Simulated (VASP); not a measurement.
# HfSi3Mo3 (Pm-3m) in VASP: notebook

Runs on HfSi3Mo3. Level: PBE. Tasks: single point, relaxation of cell and atoms.

All numbers are computed with VASP 6.6.1; they aren't measurements. Logs are shortened: lines on timing, memory, paths and dates and some standing lists are left out, and cuts for length are marked.

### Step 1. The cell of the first run

Symmetry: Pm-3m, No. 221, cubic system. Conventional cell: a = 5.145 Å, b = 5.145 Å, c = 5.145 Å, α = 90.00°, β = 90.00°, γ = 90.00°. Within 3.4 Å of Hf (site symmetry m-3m) lie 6 Mo at 2.57 Å. Si (site symmetry 4/mmm) has 4 Mo at 2.57 Å within 3.4 Å. Within 3.4 Å of Mo (site symmetry 4/mmm) lie 2 Hf at 2.57 Å and 4 Si at 2.57 Å.

The cell was generated, and may not be a known phase.

### Step 2. Single point, PBE, collinear spin

INCAR

```
SYSTEM = HfSi3Mo3
ALGO = Fast ; EDIFF = 1E-6
ENCUT = 520 ; GGA = PE
ISIF = 2 ; ISMEAR = 0
ISPIN = 2 ; LASPH = .True.
LCHARG = .False. ; LMAXMIX = 4
LORBIT = 11 ; LREAL = .False.
LWAVE = .False. ; MAGMOM = 0 0 0 0 1 1 1
NBANDS = 45 ; NELM = 150
PREC = Accurate ; SIGMA = 0.1
```

KPOINTS

```
k-points
0
Gamma
  4 4 4
  0 0 0
```

POSCAR

```
HfSi3Mo3
1.0
    5.1448147049      0.0000000000      0.0000000000
    0.0000000000      5.1448147049      0.0000000000
    0.0000000000      0.0000000000      5.1448147049
Hf Si Mo
1 3 3
Direct
    0.5000000000      0.5000000000      0.5000000000
    0.5000000000      0.0000000000      0.0000000000
    0.0000000000      0.5000000000      0.0000000000
    0.0000000000      0.0000000000      0.5000000000
    0.5000000000      0.5000000000      0.0000000000
    0.0000000000      0.5000000000      0.5000000000
    0.5000000000      0.0000000000      0.5000000000
```

Potentials or basis: VASP PAW PBE potentials, release 64 (Hf_pv, Si, Mo_sv).

The run is started by

```bash
cat potpaw_PBE.64/Hf_pv/POTCAR potpaw_PBE.64/Si/POTCAR potpaw_PBE.64/Mo_sv/POTCAR > POTCAR
mpirun -np 1 vasp_std > vasp.out
```

OUTCAR:

```text
SYSTEM = HfSi3Mo3
   EDIFF = 1E-6
   ENCUT = 520
   GGA = PE
   ISIF = 2
   ISMEAR = 0
   ISPIN = 2
   LASPH = .True.
   LORBIT = 11
   LREAL = .False.
   NELM = 150
   PREC = Accurate

 ion  position               nearest neighbor table
   1  0.500  0.500  0.500-   5 2.57   6 2.57   7 2.57   5 2.57   7 2.57   6 2.57
   2  0.500  0.000  0.000-   5 2.57   7 2.57   7 2.57   5 2.57
   3  0.000  0.500  0.000-   5 2.57   6 2.57   6 2.57   5 2.57
   4  0.000  0.000  0.500-   6 2.57   7 2.57   6 2.57   7 2.57
   5  0.500  0.500  0.000-   1 2.57   2 2.57   3 2.57   1 2.57   2 2.57   3 2.57
   6  0.000  0.500  0.500-   1 2.57   3 2.57   4 2.57   3 2.57   4 2.57   1 2.57
   7  0.500  0.000  0.500-   1 2.57   2 2.57   4 2.57   2 2.57   1 2.57   4 2.57

  LATTYP: Found a simple cubic cell.
 ALAT       =     5.1448147049

  Lattice vectors:

 A1 = (   5.1448147049,   0.0000000000,   0.0000000000)
 A2 = (   0.0000000000,   5.1448147049,   0.0000000000)
 A3 = (   0.0000000000,   0.0000000000,   5.1448147049)

Analysis of symmetry for initial positions (statically):
=====================================================================
 Subroutine PRICEL returns:
 Original cell was already a primitive cell.

 Routine SETGRP: Setting up the symmetry group for a
 simple cubic supercell.

 Subroutine GETGRP returns: Found 48 space group operations
 (whereof 48 operations were pure point group operations)
 out of a pool of 48 trial point group operations.

The static configuration has the point symmetry O_h .

Analysis of symmetry for dynamics (positions and initial velocities):
=====================================================================
 Subroutine PRICEL returns:
 Original cell was already a primitive cell.

 Routine SETGRP: Setting up the symmetry group for a
 simple cubic supercell.

 Subroutine GETGRP returns: Found 48 space group operations
 (whereof 48 operations were pure point group operations)
 out of a pool of 48 trial point group operations.

The dynamic configuration has the point symmetry O_h .

Analysis of structural, dynamic, and magnetic symmetry:
=====================================================================
 Subroutine PRICEL returns:
 Original cell was already a primitive cell.

 Routine SETGRP: Setting up the symmetry group for a
 simple cubic supercell.

 Subroutine GETGRP returns: Found 48 space group operations
 (whereof 48 operations were pure point group operations)
 out of a pool of 48 trial point group operations.

The overall configuration has the point symmetry O_h .

 Subroutine INISYM returns: Found 48 space group operations
 (whereof 48 operations are pure point group operations),
 and found     1 'primitive' translations

----------------------------------------------------------------------------------------

                                     Primitive cell

  volume of cell :     136.1787

  direct lattice vectors                    reciprocal lattice vectors
     5.144814705  0.000000000  0.000000000     0.194370460  0.000000000  0.000000000
     0.000000000  5.144814705  0.000000000     0.000000000  0.194370460  0.000000000
     0.000000000  0.000000000  5.144814705     0.000000000  0.000000000  0.194370460

  length of vectors
     5.144814705  5.144814705  5.144814705     0.194370460  0.194370460  0.194370460

  position of ions in fractional coordinates (direct lattice)
     0.500000000  0.500000000  0.500000000
     0.500000000  0.000000000  0.000000000
     0.000000000  0.500000000  0.000000000
     0.000000000  0.000000000  0.500000000
     0.500000000  0.500000000  0.000000000
     0.000000000  0.500000000  0.500000000
     0.500000000  0.000000000  0.500000000

  ion indices of the primitive-cell ions
   primitive index   ion index
                 1           1
                 2           2
                 3           3
                 4           4
                 5           5
                 6           6
                 7           7
[... 36 lines left out ...]
  0.500000  0.250000  0.250000     12.000000
  0.500000  0.500000  0.250000      6.000000
  0.500000  0.500000  0.500000      1.000000
   k-points           NKPTS =     10   k-points in BZ     NKDIM =     10   number of bands    NBANDS=     45
   number of dos      NEDOS =    301   number of ions     NIONS =      7
   total plane-waves  NPLWV =  64000
   dimension x,y,z NGX =    40 NGY =   40 NGZ =   40
   dimension x,y,z NGXF=    80 NGYF=   80 NGZF=   80
   ions per type =               1   3   3
   NGX,Y,Z   is equivalent  to a cutoff of  12.93, 12.93, 12.93 a.u.
   NGXF,Y,Z  is equivalent  to a cutoff of  25.85, 25.85, 25.85 a.u.
 SYSTEM =  HfSi3Mo3
   PREC   = accura    normal or accurate (medium, high low for compatibility)
   ISTART =      0    job   : 0-new  1-cont  2-samecut
   ICHARG =      2    charge: 1-file 2-atom 10-const
   ISPIN  =      2    spin polarized calculation?
   LNONCOLLINEAR =      F non collinear calculations
   LSORBIT =      F    spin-orbit coupling
   LASPH  =      T    aspherical Exc in radial PAW
   ENCUT  =  520.0 eV  38.22 Ry    6.18 a.u.   9.57  9.57  9.57*2*pi/ulx,y,z
   NELM   =    150;   NELMIN=  2; NELMDL= -5     # of ELM steps
   EDIFF  = 0.1E-05   stopping-criterion for ELM
   LREAL  =      F    real-space projection
   EDIFFG = 0.1E-04   stopping-criterion for IOM
   NSW    =      0    number of steps for IOM
   IBRION =     -1    ionic relax: 0-MD 1-quasi-New 2-CG
   NFREE  =      0    steps in history (QN), initial steepest desc. (CG)
   ISIF   =      2    stress and relaxation
   ISYM   =      2    0-nonsym 1-usesym 2-fastsym
   POTIM  = 0.5000    time-step for ionic-motion
   TEBEG  =    0.0;   TEEND  =   0.0 temperature during run
   PSTRESS=    0.0 pullay stress
   NELECT =      64.0000    total number of electrons
   NUPDOWN=      -1.0000    fix difference up-down
   EMIN   =  10.00;   EMAX   =-10.00  energy-range for DOS
   EFERMI =   0.00;   METHOD = LEGACY
   ISMEAR =     0;   SIGMA  =   0.10  broadening in eV -4-tet -1-fermi 0-gaus
   EFERMI_NEDOS =   21; number of points for ismear=-14 and -15
   IALGO  =     68    algorithm
   IMIX   =      4    mixing-type and parameters
     AMIX     =   0.40;   BMIX     =  1.00
     AMIX_MAG =   1.60;   BMIX_MAG =  1.00
  volume/ion in A,a.u.               =      19.45       131.28
  Fermi-wavevector in a.u.,A,eV,Ry     =   1.272814  2.405270 22.042207  1.620057
  Thomas-Fermi vector in A             =   2.405672
   LORBIT       =     11    0 simple, 1 ext, 2 COOP (PROOUT), +10 PAW based schemes
   GGA     = PE    functional components
   LHFCALC =     F    Hartree Fock is set to
   AEXX    =    0.0000 exact exchange contribution
   IVDW    =     0    specifies the selected vdW correction
   LEPSILON=     F    determine dielectric tensor
   LRPA    =     F    only Hartree local field effects (RPA)
 spin polarized calculation
 RMM-DIIS sequential band-by-band and
 Gauss-broadening in eV      SIGMA  =   0.10
  energy-cutoff  :      520.00
  volume of cell :      136.18
 maximum number of plane-waves:      3743
 NGX is ok and might be reduce to    40
   NGX = 19   NGY = 19   NGZ = 19

 number of electron      63.9999984 magnetization       0.4967041

 Free energy of the ion-electron system (eV)
  ---------------------------------------------------
  ext. energy  EPLUGINS =         0.00000000
  ---------------------------------------------------
  free energy    TOTEN  =       -53.57103760 eV

  energy without entropy =      -53.53212943  energy(sigma->0) =      -53.55158351

 E-fermi :   7.2961     XC(G=0): -10.9508

 val. band max:        7.2954760100   @ k =   0.5000   0.0000   0.0000
 cond. band min:       7.3006925861   @ k =   0.2500   0.2500   0.0000
 fundamental gap:      0.0052165760
 Fermi energy:         7.2960863283

 spin component 1

 k-point     1 :       0.0000    0.0000    0.0000
  band No.  band energies     occupation
      1     -53.1736      1.00000
      2     -53.1666      1.00000
      3     -53.1666      1.00000
      4     -27.5799      1.00000
      5     -27.5799      1.00000
      6     -27.5799      1.00000
[... 459 lines left out ...]
     43       9.6354      0.00000
     44      11.7386      0.00000
 Fermi energy:         7.2960863283

 spin component 2

 k-point     1 :       0.0000    0.0000    0.0000
  band No.  band energies     occupation
      1     -53.0823      1.00000
      2     -53.0754      1.00000
      3     -53.0754      1.00000
      4     -27.5133      1.00000
      5     -27.5133      1.00000
      6     -27.5133      1.00000
[... 459 lines left out ...]
     43       9.7570      0.00000
     44      11.7678      0.00000
 [bands above 44 left out]

------------------------ aborting loop because EDIFF is reached ----------------------------------------

  FORCE on cell =-STRESS in cart. coord.  units (eV):
  Direction    XX          YY          ZZ          XY          YZ          ZX
  --------------------------------------------------------------------------------------
  -------------------------------------------------------------------------------------
  Total       -0.0607086     -0.0607086     -0.0607086     -0.0000000      0.0000000     -0.0000000
  in kB       -0.7142523     -0.7142523     -0.7142523     -0.0000000      0.0000000     -0.0000000
  external PRESSURE =      -0.7142523 kB  Pullay stress =       0.0000000 kB

 VOLUME and BASIS-vectors are now :
 -----------------------------------------------------------------------------
  energy-cutoff  :      520.00
  volume of cell :      136.18
      direct lattice vectors                 reciprocal lattice vectors
     5.144814705  0.000000000  0.000000000     0.194370460  0.000000000  0.000000000
     0.000000000  5.144814705  0.000000000     0.000000000  0.194370460  0.000000000
     0.000000000  0.000000000  5.144814705     0.000000000  0.000000000  0.194370460

 POSITION                                       TOTAL-FORCE (eV/Angst)
 -----------------------------------------------------------------------------------
      2.57241      2.57241      2.57241         0.000000      0.000000      0.000000
      2.57241      0.00000      0.00000         0.000000      0.000000      0.000000
      0.00000      2.57241      0.00000         0.000000      0.000000      0.000000
      0.00000      0.00000      2.57241         0.000000      0.000000      0.000000
      2.57241      2.57241      0.00000         0.000000      0.000000      0.000000
      0.00000      2.57241      2.57241         0.000000      0.000000      0.000000
      2.57241      0.00000      2.57241         0.000000      0.000000      0.000000
 -----------------------------------------------------------------------------------
    total drift:                                0.000000     -0.000000     -0.000000

  FREE ENERGIE OF THE ION-ELECTRON SYSTEM (eV)
  ---------------------------------------------------
  free  energy   TOTEN  =       -53.5710375977 eV

  energy  without entropy=      -53.5321294293  energy(sigma->0) =      -53.55158351

 total charge

# of ion       s       p       d       tot
------------------------------------------
    1        0.493   6.550   1.869   8.912
    2        0.816   0.776   0.000   1.592
    3        0.816   0.776   0.000   1.592
    4        0.816   0.776   0.000   1.592
    5        2.294   6.108   4.203  12.605
    6        2.294   6.108   4.203  12.605
    7        2.294   6.108   4.203  12.605
--------------------------------------------------
tot          9.824  27.203  14.477  51.503

 magnetization (x)

# of ion       s       p       d       tot
------------------------------------------
    1       -0.001  -0.002  -0.008  -0.012
    2       -0.002  -0.001   0.000  -0.003
    3       -0.002  -0.001   0.000  -0.003
    4       -0.002  -0.001   0.000  -0.003
    5        0.002   0.002   0.142   0.147
    6        0.002   0.002   0.142   0.147
    7        0.002   0.002   0.142   0.147
--------------------------------------------------
tot         -0.001   0.001   0.419   0.419
```

Run time: 89 s. Hardware: 1 thread of AMD EPYC 9R45 (Zen 5), shared host; peak memory 0.3 GiB.

What came out:

```
Free energy                                           : -53.5710 eV
Pressure                                              : -0.1 GPa
Net moment                                            : 0.50 μB per cell
Site moments                                          : Hf -0.01; Si -0.00; Mo +0.15 μB
Valence electrons inside the program's atomic spheres : Hf 8.91; Si 1.59; Mo 12.61
```

Caveat: a moment this small can come from the mesh or the smearing; spin-orbit coupling is left out, which moves the levels of the heavy elements.

### Step 3. Relaxation of cell and atoms, PBE

INCAR

```
ALGO = Fast
EDIFF = 1E-6
EDIFFG = -0.01
ENCUT = 600
GGA = PE
IBRION = 2
ISIF = 3
ISMEAR = 0
LASPH = True
LCHARG = False
LREAL = False
LWAVE = False
NELM = 100
NSW = 100
PREC = Accurate
SIGMA = 0.1
```

KPOINTS

```
k-points
0
Gamma
  8 8 8
```

POSCAR is that of step 2.

Potentials or basis: VASP PAW PBE potentials, release 64 (Hf_pv, Si, Mo_sv).

The run is started by

```bash
cat potpaw_PBE.64/Hf_pv/POTCAR potpaw_PBE.64/Si/POTCAR potpaw_PBE.64/Mo_sv/POTCAR > POTCAR
mpirun -np 1 vasp_std > vasp.out
```

OUTCAR:

```text
EDIFF = 1E-6
   EDIFFG = -0.01
   ENCUT = 600
   GGA = PE
   IBRION = 2
   ISIF = 3
   ISMEAR = 0
   LASPH = True
   LREAL = False
   NELM = 100
   NSW = 100
   PREC = Accurate

 ion  position               nearest neighbor table
   1  0.500  0.500  0.500-   5 2.57   6 2.57   7 2.57   5 2.57   7 2.57   6 2.57
   2  0.500  0.000  0.000-   5 2.57   7 2.57   7 2.57   5 2.57
   3  0.000  0.500  0.000-   5 2.57   6 2.57   6 2.57   5 2.57
   4  0.000  0.000  0.500-   6 2.57   7 2.57   6 2.57   7 2.57
   5  0.500  0.500  0.000-   1 2.57   2 2.57   3 2.57   1 2.57   2 2.57   3 2.57
   6  0.000  0.500  0.500-   1 2.57   3 2.57   4 2.57   3 2.57   4 2.57   1 2.57
   7  0.500  0.000  0.500-   1 2.57   2 2.57   4 2.57   2 2.57   1 2.57   4 2.57

  LATTYP: Found a simple cubic cell.
 ALAT       =     5.1448147049

  Lattice vectors:

 A1 = (   5.1448147049,   0.0000000000,   0.0000000000)
 A2 = (   0.0000000000,   5.1448147049,   0.0000000000)
 A3 = (   0.0000000000,   0.0000000000,   5.1448147049)

Analysis of symmetry for initial positions (statically):
=====================================================================
 Subroutine PRICEL returns:
 Original cell was already a primitive cell.

 Routine SETGRP: Setting up the symmetry group for a
[... 188 lines left out ...]
  -------------------------------------------------------------------------------------
  Total        0.1777243      0.1777243      0.1777243     -0.0000000      0.0000000      0.0000000
  in kB        2.0909713      2.0909713      2.0909713     -0.0000000      0.0000000      0.0000000
  external PRESSURE =       2.0909713 kB  Pullay stress =       0.0000000 kB
[... 69 lines left out ...]
--------------------------------------- Ionic step        3  -------------------------------------------

 number of electron      63.9999991 magnetization

 Free energy of the ion-electron system (eV)
  ---------------------------------------------------
  ext. energy  EPLUGINS =         0.00000000
  ---------------------------------------------------
  free energy    TOTEN  =       -53.60345657 eV

  energy without entropy =      -53.55392422  energy(sigma->0) =      -53.57869040

 E-fermi :   7.1911     XC(G=0): -10.9430

 val. band max:        7.1779022356   @ k =   0.1250   0.1250   0.1250
 cond. band min:       7.2273366664   @ k =   0.5000   0.5000   0.1250
 fundamental gap:      0.0494344309
 Fermi energy:         7.1910717121

 k-point     1 :       0.0000    0.0000    0.0000
  band No.  band energies     occupation
      1     -53.1988      2.00000
      2     -53.1920      2.00000
      3     -53.1920      2.00000
      4     -27.5985      2.00000
      5     -27.5985      2.00000
      6     -27.5985      2.00000
[... 973 lines left out ...]
     37       8.9930      0.00000
     38       9.2777      0.00000

 [... further k-points ...]

------------------------ aborting loop because EDIFF is reached ----------------------------------------

  FORCE on cell =-STRESS in cart. coord.  units (eV):
  Direction    XX          YY          ZZ          XY          YZ          ZX
  --------------------------------------------------------------------------------------
  -------------------------------------------------------------------------------------
  Total       -0.0002838     -0.0002838     -0.0002838      0.0000000      0.0000000      0.0000000
  in kB       -0.0033338     -0.0033338     -0.0033338      0.0000000      0.0000000      0.0000000
  external PRESSURE =      -0.0033338 kB  Pullay stress =       0.0000000 kB
[... 22 lines left out ...]
  FREE ENERGIE OF THE ION-ELECTRON SYSTEM (eV)
  ---------------------------------------------------
  free  energy   TOTEN  =       -53.6034565720 eV

  energy  without entropy=      -53.5539242219  energy(sigma->0) =      -53.57869040

 reached required accuracy - stopping structural energy minimisation
```

CONTCAR:

```text
HfSi3Mo3
   1.00000000000000
     5.1476938162316292   -0.0000000000000000    0.0000000000000000
    -0.0000000000000000    5.1476938162316292    0.0000000000000000
    -0.0000000000000000    0.0000000000000000    5.1476938162316292
  Hf              Si              Mo
     1     3     3
Direct
     0.5000000000000000    0.5000000000000000    0.5000000000000000
     0.5000000000000000    0.0000000000000000    0.0000000000000000
     0.0000000000000000    0.5000000000000000    0.0000000000000000
     0.0000000000000000    0.0000000000000000    0.5000000000000000
     0.5000000000000000    0.5000000000000000    0.0000000000000000
     0.0000000000000000    0.5000000000000000    0.5000000000000000
     0.5000000000000000    0.0000000000000000    0.5000000000000000

  0.00000000E+00  0.00000000E+00  0.00000000E+00
  0.00000000E+00  0.00000000E+00  0.00000000E+00
  0.00000000E+00  0.00000000E+00  0.00000000E+00
  0.00000000E+00  0.00000000E+00  0.00000000E+00
  0.00000000E+00  0.00000000E+00  0.00000000E+00
  0.00000000E+00  0.00000000E+00  0.00000000E+00
  0.00000000E+00  0.00000000E+00  0.00000000E+00
```

Run time: 5.1 min. Hardware: 1 thread of AMD EPYC 9R45 (Zen 5), shared host; peak memory 0.38 GiB.

What came out:

* Free energy: -53.6035 eV
* Relaxed volume: 19.49 Å³/atom
* Relaxed cell: a = 5.148 Å, b = 5.148 Å, c = 5.148 Å, α = 90.00°, β = 90.00°, γ = 90.00°
* Space group after relaxing (to 0.1 Å): Pm-3m (No. 221)
* Energy gained by relaxing: 0.0 meV/atom
* Ionic steps: 3
* Pressure after relaxing: 0.0 GPa
* Band gap on the k mesh: zero (bands 32 and 33 overlap by 1.14 eV)

The path:
| step | energy change (eV) | largest force (eV/Å) | pressure (GPa) | volume (Å³) |
| --- | --- | --- | --- | --- |
| 1 | 0.0000 | 0.0000 | 0.21 | 136.18 |
| 2 | 0.0001 | 0.0000 | -0.24 | 136.68 |
| 3 | -0.0001 | 0.0000 | 0.00 | 136.41 |

Final structure:
```
Hf Si Mo
1.0
     5.14769    0.00000    0.00000
     0.00000    5.14769    0.00000
     0.00000    0.00000    5.14769
Hf Si Mo
1 3 3
Direct
  0.50000 0.50000 0.50000
  0.50000 0.00000 0.00000
  0.00000 0.50000 0.00000
  0.00000 0.00000 0.50000
  0.50000 0.50000 0.00000
  0.00000 0.50000 0.50000
  0.50000 0.00000 0.50000
```

Caveat: spin-orbit coupling is left out, which moves the levels of the heavy elements.

The gap in the log of VASP goes by the Fermi energy; the results here count the filled bands.